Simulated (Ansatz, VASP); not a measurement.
InP in VASP and in Ansatz

```
CELL_PARAMETERS angstrom
3.01127 0.00000 0.00000
-1.50563 2.60783 0.00000
0.00000 0.00000 5.36647
ATOMIC_POSITIONS crystal
In 0.00000 0.00000 0.50000
P 0.00000 0.00000 0.00000
```

Alike in both runs: functional PBE; k mesh 6 × 6 × 5; occupations gaussian, width 0.2 eV; no spin polarisation.

Ansatz relaxed the structure, and its values are those at the end. VASP's run is a single point on that final structure, the one shown.

```csv
,VASP,Ansatz
version,VASP 6.6.1,Ansatz 0.2.0
potentials or method,"VASP PAW PBE potentials, release 64 (In_d, P), cutoff 500 eV","scalar-relativistic, plane waves, PAW"
valence electrons in the cell,18,18
```

```tsv
	VASP	Ansatz	Ansatz less VASP
gap on the k mesh at the Fermi level (eV)	none	none	-
pressure (GPa)	-0.1	-0.1	+0.04
```

A gap of «none» marks a metal or a gap that the smearing closes.

The k mesh is coarse, so the values compare programs but aren't converged.
